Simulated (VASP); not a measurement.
# AlAu2 in VASP: further runs

The runs below take AlAu2 through single point, with PBE.

Program: VASP 6.6.1. These are calculated values, not measurements. Logs are shortened: lines on timing, memory, paths and dates and some standing lists are left out, and cuts for length are marked.

## (1) The cell of the first run

The cell holds a sheet with vacuum, 3 atoms: a = 2.946 Å, b = 2.946 Å, c = 30.728 Å, α = 90.00°, β = 90.00°, γ = 90.00°.

The cell was built from a structure type or drawn by symmetry, and may not be a known phase.

## (2) Single point, PBE

Input file INCAR:

```
PREC = Accurate
ENCUT = 520
EDIFF = 1E-6
ISMEAR = 0
SIGMA = 0.1
LREAL = False
LASPH = True
NELM = 60
ALGO = Normal
ISIF = 2
LWAVE = False
LCHARG = False
LDIPOL = True
IDIPOL = 3
DIPOL = 0.5 0.5 0.277
GGA = PE
NBANDS = 20
```

Input file KPOINTS:

```
Automatic mesh
0
Gamma
  16 16 1
```

Input file POSCAR:

```
AlAu2
1.0
    2.9456364901      0.0000000000      0.0000000000
    0.0000000000      2.9456364901      0.0000000000
    0.0000000000      0.0000000000     30.7279602059
Al Au
1 2
Direct
    0.5000000000      0.5000000000      0.2766210299
    0.0000000000      0.0000000000      0.3313757472
    0.0000000000      0.0000000000      0.2218663127
```

Potentials or basis: VASP PAW PBE potentials, release 64 (Al, Au).

On the command line:

```
$ cat potpaw_PBE.64/Al/POTCAR potpaw_PBE.64/Au/POTCAR > POTCAR
$ mpirun -np 1 vasp_std > vasp.out
```

OUTCAR:

```text
PREC = Accurate
   ENCUT = 520
   EDIFF = 1E-6
   ISMEAR = 0
   LREAL = False
   LASPH = True
   NELM = 60
   ISIF = 2
   GGA = PE

 ion  position               nearest neighbor table
   1  0.500  0.500  0.277-   3 2.68   3 2.68   3 2.68   3 2.68   2 2.68   2 2.68   2 2.68   2 2.68

   2  0.000  0.000  0.331-   1 2.68   1 2.68   1 2.68   1 2.68   3 3.37
   3  0.000  0.000  0.222-   1 2.68   1 2.68   1 2.68   1 2.68   2 3.37

  LATTYP: Found a simple tetragonal cell.
 ALAT       =     2.9456364901
 C/A-ratio  =    10.4316877894

  Lattice vectors:

 A1 = (   2.9456364901,   0.0000000000,   0.0000000000)
 A2 = (   0.0000000000,   2.9456364901,   0.0000000000)
 A3 = (   0.0000000000,   0.0000000000,  30.7279602059)

Analysis of symmetry for initial positions (statically):
=====================================================================
 Subroutine PRICEL returns:
 Original cell was already a primitive cell.

 Routine SETGRP: Setting up the symmetry group for a
 simple tetragonal supercell.

 Subroutine GETGRP returns: Found 16 space group operations
 (whereof  8 operations were pure point group operations)
 out of a pool of 16 trial point group operations.

The static configuration has the point symmetry C_4v.
 The point group associated with its full space group is D_4h.

Analysis of symmetry for dynamics (positions and initial velocities):
=====================================================================
 Subroutine PRICEL returns:
 Original cell was already a primitive cell.

 Routine SETGRP: Setting up the symmetry group for a
 simple tetragonal supercell.

 Subroutine GETGRP returns: Found 16 space group operations
 (whereof  8 operations were pure point group operations)
 out of a pool of 16 trial point group operations.

The dynamic configuration has the point symmetry C_4v.
 The point group associated with its full space group is D_4h.

 Subroutine INISYM returns: Found 16 space group operations
 (whereof  8 operations are pure point group operations),
 and found     1 'primitive' translations

----------------------------------------------------------------------------------------

                                     Primitive cell

  volume of cell :     266.6196

  direct lattice vectors                    reciprocal lattice vectors
     2.945636490  0.000000000  0.000000000     0.339485202  0.000000000  0.000000000
     0.000000000  2.945636490  0.000000000     0.000000000  0.339485202  0.000000000
     0.000000000  0.000000000 30.727960206     0.000000000  0.000000000  0.032543651

  length of vectors
     2.945636490  2.945636490 30.727960206     0.339485202  0.339485202  0.032543651

  position of ions in fractional coordinates (direct lattice)
     0.500000000  0.500000000  0.276621030
     0.000000000  0.000000000  0.331375747
     0.000000000  0.000000000  0.221866313

  ion indices of the primitive-cell ions
   primitive index   ion index
                 1           1
                 2           2
                 3           3

----------------------------------------------------------------------------------------

 KPOINTS: Automatic mesh

Automatic generation of k-mesh.
 Grid dimensions read from file:
 generate k-points for:   16   16    1

 Generating k-lattice:

  Cartesian coordinates                     Fractional coordinates (reciprocal lattice)
     0.021217825  0.000000000  0.000000000     0.062500000  0.000000000  0.000000000
     0.000000000  0.021217825  0.000000000     0.000000000  0.062500000  0.000000000
     0.000000000  0.000000000  0.032543651     0.000000000  0.000000000  1.000000000

  Length of vectors
     0.021217825  0.021217825  0.032543651

  Shift w.r.t. Gamma in fractional coordinates (k-lattice)
     0.000000000  0.000000000  0.000000000

 Subroutine IBZKPT returns following result:
 ===========================================

 Found     45 irreducible k-points:

 Following reciprocal coordinates:
            Coordinates               Weight
  0.000000  0.000000  0.000000      1.000000
  0.062500  0.000000  0.000000      4.000000
  0.125000  0.000000  0.000000      4.000000
  0.187500  0.000000  0.000000      4.000000
  0.250000  0.000000  0.000000      4.000000
  0.312500  0.000000  0.000000      4.000000
[... 16 lines left out ...]
  0.437500  0.125000  0.000000      8.000000
  0.500000  0.125000  0.000000      4.000000
 [... further k-points ...]
   k-points           NKPTS =     45   k-points in BZ     NKDIM =     45   number of bands    NBANDS=     20
   number of dos      NEDOS =    301   number of ions     NIONS =      3
   total plane-waves  NPLWV = 138240
   dimension x,y,z NGX =    24 NGY =   24 NGZ =  240
   dimension x,y,z NGXF=    48 NGYF=   48 NGZF=  480
   ions per type =               1   2
   NGX,Y,Z   is equivalent  to a cutoff of  13.55, 13.55, 12.98 a.u.
   NGXF,Y,Z  is equivalent  to a cutoff of  27.09, 27.09, 25.97 a.u.
 SYSTEM =  unknown system
   PREC   = accura    normal or accurate (medium, high low for compatibility)
   ISTART =      0    job   : 0-new  1-cont  2-samecut
   ICHARG =      2    charge: 1-file 2-atom 10-const
   ISPIN  =      1    spin polarized calculation?
   LNONCOLLINEAR =      F non collinear calculations
   LSORBIT =      F    spin-orbit coupling
   LASPH  =      T    aspherical Exc in radial PAW
   ENCUT  =  520.0 eV  38.22 Ry    6.18 a.u.   5.48  5.48 57.13*2*pi/ulx,y,z
   NELM   =     60;   NELMIN=  2; NELMDL= -5     # of ELM steps
   EDIFF  = 0.1E-05   stopping-criterion for ELM
   LREAL  =      F    real-space projection
   EDIFFG = 0.1E-04   stopping-criterion for IOM
   NSW    =      0    number of steps for IOM
   IBRION =     -1    ionic relax: 0-MD 1-quasi-New 2-CG
   NFREE  =      0    steps in history (QN), initial steepest desc. (CG)
   ISIF   =      2    stress and relaxation
   ISYM   =      2    0-nonsym 1-usesym 2-fastsym
   POTIM  = 0.5000    time-step for ionic-motion
   TEBEG  =    0.0;   TEEND  =   0.0 temperature during run
   PSTRESS=    0.0 pullay stress
   NELECT =      25.0000    total number of electrons
   NUPDOWN=      -1.0000    fix difference up-down
   EMIN   =  10.00;   EMAX   =-10.00  energy-range for DOS
   EFERMI =   0.00;   METHOD = LEGACY
   ISMEAR =     0;   SIGMA  =   0.10  broadening in eV -4-tet -1-fermi 0-gaus
   EFERMI_NEDOS =   21; number of points for ismear=-14 and -15
   IALGO  =     38    algorithm
   IMIX   =      4    mixing-type and parameters
     AMIX     =   0.40;   BMIX     =  1.00
     AMIX_MAG =   1.60;   BMIX_MAG =  1.00
  volume/ion in A,a.u.               =      88.87       599.75
  Fermi-wavevector in a.u.,A,eV,Ry     =   0.743745  1.405475  7.526156  0.553157
  Thomas-Fermi vector in A             =   1.838933
   LORBIT       =      0    0 simple, 1 ext, 2 COOP (PROOUT), +10 PAW based schemes
   GGA     = PE    functional components
   LHFCALC =     F    Hartree Fock is set to
   AEXX    =    0.0000 exact exchange contribution
   IVDW    =     0    specifies the selected vdW correction
   LEPSILON=     F    determine dielectric tensor
   LRPA    =     F    only Hartree local field effects (RPA)
 non-spin polarized calculation
 Gauss-broadening in eV      SIGMA  =   0.10
  energy-cutoff  :      520.00
  volume of cell :      266.62
 maximum number of plane-waves:      7275
 NGX is ok and might be reduce to    24
   NGX = 11   NGY = 11   NGZ =115

 number of electron      24.9999996 magnetization

 dipolmoment           0.000000      0.000000     -0.000006 electrons x Angstroem

 Free energy of the ion-electron system (eV)
  ---------------------------------------------------
  ext. energy  EPLUGINS =         0.00000000
  ---------------------------------------------------
  free energy    TOTEN  =       -10.36341077 eV

  energy without entropy =      -10.35900312  energy(sigma->0) =      -10.36120694

 E-fermi :  -2.0512     XC(G=0):  -2.7899

 val. band max:       -2.1320494754   @ k =   0.5000   0.5000   0.0000
 cond. band min:      -2.0493983536   @ k =   0.3125   0.0000   0.0000
 fundamental gap:      0.0826511218
 Fermi energy:        -2.0511859639

 k-point     1 :       0.0000    0.0000    0.0000
  band No.  band energies     occupation
      1     -12.6839      2.00000
      2      -9.8758      2.00000
      3      -8.3816      2.00000
      4      -8.2313      2.00000
      5      -8.2093      2.00000
      6      -6.3328      2.00000
[... 12 lines left out ...]
     19       3.5940      0.00000
     20       4.4350      0.00000

 k-point     2 :       0.0625    0.0000    0.0000
  band No.  band energies     occupation
      1     -12.6167      2.00000
      2      -9.7918      2.00000
      3      -8.3505      2.00000
      4      -8.1887      2.00000
      5      -8.1655      2.00000
      6      -6.4250      2.00000
[... 12 lines left out ...]
     19       3.6405      0.00000
     20       3.8110      0.00000

 k-point     3 :       0.1250    0.0000    0.0000
  band No.  band energies     occupation
      1     -12.4193      2.00000
      2      -9.5553      2.00000
      3      -8.2960      2.00000
      4      -8.0535      2.00000
      5      -8.0100      2.00000
      6      -6.6488      2.00000
[... 12 lines left out ...]
     19       3.5802      0.00000
     20       3.8598      0.00000

 k-point     4 :       0.1875    0.0000    0.0000
  band No.  band energies     occupation
      1     -12.1039      2.00000
      2      -9.2183      2.00000
      3      -8.2608      2.00000
      4      -7.8022      2.00000
      5      -7.7683      2.00000
      6      -6.8757      2.00000
[... 12 lines left out ...]
     19       3.9189      0.00000
     20       4.1828      0.00000

 k-point     5 :       0.2500    0.0000    0.0000
  band No.  band energies     occupation
      1     -11.6904      2.00000
      2      -8.8713      2.00000
      3      -8.2824      2.00000
      4      -7.6306      2.00000
      5      -7.4458      2.00000
      6      -6.8523      2.00000
[... 12 lines left out ...]
     19       3.8399      0.00000
     20       4.4287      0.00000

 k-point     6 :       0.3125    0.0000    0.0000
  band No.  band energies     occupation
      1     -11.2057      2.00000
      2      -8.5914      2.00000
      3      -8.4321      2.00000
      4      -7.6643      2.00000
      5      -7.3179      2.00000
      6      -6.4535      2.00000
[... 12 lines left out ...]
     19       4.4408      0.00000
     20       5.0296      0.00000

 k-point     7 :       0.3750    0.0000    0.0000
  band No.  band energies     occupation
      1     -10.6841      2.00000
      2      -8.7236      2.00000
      3      -8.3945      2.00000
      4      -7.6758      2.00000
      5      -7.4501      2.00000
      6      -6.4210      2.00000
[... 12 lines left out ...]
     19       5.0717      0.00000
     20       5.1808      0.00000
[... 277 lines left out ...]
 k-point    20 :       0.2500    0.1250    0.0000
  band No.  band energies     occupation
      1     -11.4499      2.00000
      2      -8.5061      2.00000
      3      -8.0389      2.00000
      4      -7.5665      2.00000
      5      -7.3713      2.00000
      6      -6.8315      2.00000
[... 12 lines left out ...]
     19       4.0876      0.00000
     20       4.1136      0.00000

 k-point    21 :       0.3125    0.1250    0.0000
  band No.  band energies     occupation
      1     -10.9817      2.00000
      2      -8.2273      2.00000
      3      -8.2094      2.00000
      4      -7.5584      2.00000
      5      -7.2804      2.00000
      6      -6.7406      2.00000
[... 12 lines left out ...]
     19       4.6354      0.00000
     20       4.7107      0.00000

 k-point    22 :       0.3750    0.1250    0.0000
  band No.  band energies     occupation
      1     -10.4826      2.00000
      2      -8.5150      2.00000
      3      -8.0256      2.00000
      4      -7.5266      2.00000
      5      -7.4121      2.00000
      6      -6.8559      2.00000
[... 12 lines left out ...]
     19       4.9671      0.00000
     20       5.3689      0.00000

 k-point    23 :       0.4375    0.1250    0.0000
  band No.  band energies     occupation
      1     -10.0046      2.00000
      2      -8.8709      2.00000
      3      -7.8830      2.00000
      4      -7.5430      2.00000
      5      -7.4849      2.00000
      6      -6.9749      2.00000
[... 12 lines left out ...]
     19       5.6733      0.00000
     20       5.9955      0.00000

 k-point    24 :       0.5000    0.1250    0.0000
  band No.  band energies     occupation
      1      -9.7257      2.00000
      2      -9.1060      2.00000
      3      -7.8187      2.00000
      4      -7.6046      2.00000
      5      -7.4659      2.00000
      6      -7.0218      2.00000
[... 12 lines left out ...]
     19       5.7275      0.00000
     20       6.5351      0.00000

 [... further k-points ...]

------------------------ aborting loop because EDIFF is reached ----------------------------------------

 vacuum level on the upper side and lower side of the slab       (xc-potential included)        -0.172        -0.173

  FORCE on cell =-STRESS in cart. coord.  units (eV):
  Direction    XX          YY          ZZ          XY          YZ          ZX
  --------------------------------------------------------------------------------------
  -------------------------------------------------------------------------------------
  Total       -0.0353962     -0.0353962     -0.0468532      0.0000000      0.0000000      0.0000000
  in kB       -0.2127039     -0.2127039     -0.2815512      0.0000000      0.0000000      0.0000000
  external PRESSURE =      -0.2356530 kB  Pullay stress =       0.0000000 kB

 VOLUME and BASIS-vectors are now :
 -----------------------------------------------------------------------------
  energy-cutoff  :      520.00
  volume of cell :      266.62
      direct lattice vectors                 reciprocal lattice vectors
     2.945636490  0.000000000  0.000000000     0.339485202  0.000000000  0.000000000
     0.000000000  2.945636490  0.000000000     0.000000000  0.339485202  0.000000000
     0.000000000  0.000000000 30.727960206     0.000000000  0.000000000  0.032543651

 POSITION                                       TOTAL-FORCE (eV/Angst)
 -----------------------------------------------------------------------------------
      1.47282      1.47282      8.50000         0.000000     -0.000000     -0.000000
      0.00000      0.00000     10.18250         0.000000      0.000000     -0.005583
      0.00000      0.00000      6.81750         0.000000      0.000000      0.005583
 -----------------------------------------------------------------------------------
    total drift:                                0.000000      0.000000     -0.000103

  FREE ENERGIE OF THE ION-ELECTRON SYSTEM (eV)
  ---------------------------------------------------
  free  energy   TOTEN  =       -10.3634107651 eV

  energy  without entropy=      -10.3590031215  energy(sigma->0) =      -10.36120694

 vacuum level on the upper side and lower side of the slab         2.617         2.616
```

It took 1.8 min on 1 thread of Intel Xeon 6975P-C (Granite Rapids), shared host; peak memory 0.51 GiB.

Results:

```yaml
Free_energy: -10.3634 eV
Largest_force: 0.006 eV/Å
Band_gap_on_the_k_mesh: zero (an odd number of electrons rules out a gap without spin polarisation)
```

Forces in eV/Å, atoms in the order of the input:
```
Al   0.000  0.000  0.000
Au   0.000  0.000 -0.006
Au   0.000  0.000  0.006
```

Caveat: spin-orbit coupling is left out, which moves the levels of the heavy elements.

## (3) Single point, PBE

Input file INCAR:

```
SYSTEM = AlAu2
ALGO = Normal
DIPOL = 0.5 0.5 0.277
EDIFF = 1E-6
ENCUT = 520
GGA = PE
IDIPOL = 3
ISIF = 2
ISMEAR = 0
LASPH = .TRUE.
LCHARG = .FALSE.
LDIPOL = .TRUE.
LREAL = .FALSE.
LWAVE = .FALSE.
NBANDS = 20
NELM = 60
PREC = Accurate
SIGMA = 0.1
```

Input file KPOINTS:

```
k-points
0
G
  16 16 1
  0 0 0
```

POSCAR is that of step 2.

Potentials or basis: VASP PAW PBE potentials, release 64 (Al, Au).

On the command line:

```
$ cat potpaw_PBE.64/Al/POTCAR potpaw_PBE.64/Au/POTCAR > POTCAR
$ mpirun -np 1 vasp_std > vasp.out
```

It took 1.7 min on 1 thread of Intel Xeon 6975P-C (Granite Rapids), shared host; peak memory 0.51 GiB.

Results (log left out):

- Free energy: -10.3634 eV
- Largest force: 0.006 eV/Å
- Band gap on the k mesh: zero (an odd number of electrons rules out a gap without spin polarisation)

Forces on the atoms (eV/Å):
```
Al   0.000  0.000  0.000
Au   0.000  0.000 -0.006
Au   0.000  0.000  0.006
```

Levels at points of the mesh, in eV from the Fermi level:
```csv
k point,band 11,band 12,band 13,band 14,band 15,band 16
"(0.00, 0.00, 0.00)",-3.41,-3.37,-1.63,1.24,4.41,4.66
"(0.50, 0.00, 0.00)",-2.90,-1.85,-1.43,0.01,2.26,4.95
"(0.50, 0.50, 0.00)",-0.08,-0.08,1.21,1.96,2.81,2.81
```

Caveat: spin-orbit coupling is left out, which moves the levels of the heavy elements.
